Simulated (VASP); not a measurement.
## Si36H11O: single point with PBEsol

The system is Si36H11O, a slab with vacuum.

```xyz
48
Lattice="11.5188 0.0000 0.0000 5.7594 9.9755 0.0000 0.0000 0.0000 18.4188" Properties=species:S:1:pos:R:3 pbc="T T T"
H     1.9198    1.1084    1.0000
H     5.7594    1.1084    1.0000
H     9.5990    1.1084    1.0000
H     3.8396    4.4336    1.0000
H     7.6792    4.4336    1.0000
H    11.5188    4.4336    1.0000
H     5.7594    7.7588    1.0000
H     9.5990    7.7588    1.0000
H    13.4386    7.7588    1.0000
H    17.0581   10.0060    8.3152
H    14.5480    7.5997    7.8778
Si    1.9198    1.1084    2.5000
Si    5.7594    1.1084    2.5000
Si    9.5990    1.1084    2.5000
Si    3.8396    4.4336    2.5000
Si    7.6792    4.4336    2.5000
Si   11.5188    4.4336    2.5000
Si    5.7594    7.7588    2.5000
Si    9.5990    7.7588    2.5000
Si   13.4386    7.7588    2.5000
Si    0.0029    2.2097    3.2553
Si    3.8399    2.2131    3.2329
Si    7.6765    2.2117    3.2502
Si    1.9306    5.5506    3.2688
Si    5.7537    5.5486    3.2596
Si    9.5981    5.5504    3.2258
Si    3.8267    8.9029    2.9148
Si    7.6899    8.8577    3.2320
Si   11.5148    8.8617    3.2341
Si   -0.0125    2.1547    5.5740
Si    3.8401    2.2103    5.5275
Si    7.6844    2.1488    5.5682
Si    1.8867    5.5214    5.5969
Si    5.7978    5.5186    5.5832
Si    9.5963    5.5336    5.5192
Si    3.8310    9.0331    5.1220
Si    7.6503    8.8874    5.5130
Si   11.5561    8.8925    5.5271
Si   -0.0602   -0.0823    6.3200
Si    3.8397   -0.0216    6.1417
Si    7.7583   -0.0660    6.3275
Si    1.9049    3.2833    6.1871
Si    5.7806    3.2904    6.1788
Si    9.5972    3.3154    6.1645
Si    3.8396    6.7564    5.8019
Si    7.7109    6.6817    6.1727
Si   11.4807    6.6802    6.1729
O    15.4403    7.5533    7.5261
```

* Program: VASP 6.6.1
* Task: single point
* Functional: PBEsol
* Potentials or basis: VASP PAW PBE potentials, release 64 (H, Si, O)
* Cutoff: 520 eV
* k mesh: 1 × 1 × 1
* Occupations: fermi-dirac, width 0.05 eV
* Spin: collinear spin, ferromagnetic start
* Dipole correction: no
* Further INCAR settings: LREAL = Auto; ALGO = Normal; EDIFF = 1e-06; NBANDS = 114

```
Largest force                                         : 3.359 eV/Å
Net moment                                            : 1.91 μB per cell
Site moments                                          : H +0.00, -0.00 (each value once); Si +0.01, +0.03, -0.00, -0.01, +0.04, +0.02, +0.00, -0.21, +0.22, +0.20 (each value once); O +0.00 μB
Valence electrons inside the program's atomic spheres : H 0.56, 0.41, 0.76 (each value once); Si 1.73, 1.75, 1.72, 1.74, 1.71, 1.70, 1.80, 1.61, 1.68, 1.66, 1.62 (each value once); O 5.06
```

Forces in eV/Å, atoms in the order of the input:
```
H   -0.006  0.015 -0.108
H    0.016  0.007 -0.107
H   -0.009  0.444 -0.249
H   -0.008  0.023 -0.102
H    0.029 -0.029 -0.114
H   -0.011 -0.036 -0.108
H    0.216 -0.174 -0.171
H   -0.021  0.017 -0.105
H   -0.186 -0.152 -0.172
H    0.249 -0.240 -2.911
H   -0.840  0.063  0.415
Si   0.016 -0.075  0.056
Si  -0.014 -0.062  0.102
Si  -0.016  0.984 -0.723
Si   0.014  0.028  0.198
Si  -0.173  0.103  0.139
Si   0.212  0.019  0.195
Si   0.264 -0.113 -0.330
Si   0.011 -0.049  0.071
Si  -0.434 -0.195 -0.261
Si   0.019  0.013 -0.244
Si   0.004  0.012 -0.472
Si  -0.055 -0.025 -0.247
Si  -0.195 -0.251 -0.357
Si   0.168 -0.234 -0.388
Si  -0.037 -0.139 -0.449
Si   0.366 -0.226 -0.053
Si  -0.246  0.264 -0.518
Si   0.091  0.210 -0.357
Si   0.035 -0.054  0.345
Si   0.012 -0.007  0.466
Si   0.091 -0.079  0.476
Si  -0.005  0.000 -0.004
Si  -0.082  0.107  0.077
Si   0.021 -0.043  0.440
Si  -0.180 -0.686  1.659
Si   0.094 -0.092  0.776
Si   0.095  0.030  0.564
Si  -0.466  0.453  2.150
Si   0.041  0.148 -0.024
Si   0.108  0.039 -0.348
Si   0.059  0.138  0.016
Si  -0.108  0.077 -0.083
Si  -0.058 -0.118 -0.043
Si   0.129  1.468  3.018
Si  -0.219 -0.132  0.027
Si   0.237 -0.081  0.001
O    0.770 -1.370 -2.142
```

Levels at points of the mesh, in eV from the Fermi level:
Spin up:
| k point | band 80 | band 81 | band 82 | band 83 | band 84 | band 85 |
| --- | --- | --- | --- | --- | --- | --- |
| (0.00, 0.00, 0.00) | -0.19 | -0.17 | -0.01 | 0.43 | 0.56 | 1.01 |
Spin down:
```csv
k point,band 77,band 78,band 79,band 80,band 81,band 82,band 83,band 84
"(0.00, 0.00, 0.00)",-0.23,-0.21,-0.18,-0.02,0.43,0.45,0.49,0.62
```

Run time: 73 min on 1 thread of Intel Xeon 8259CL, on a shared host, peak memory 2.6 GiB.

Caveat: the k points lie up to 0.63 Å⁻¹ apart; there is no dipole correction, which matters where the two faces differ; the PAW data sets were made with another functional, which shifts forces and pressure a little.
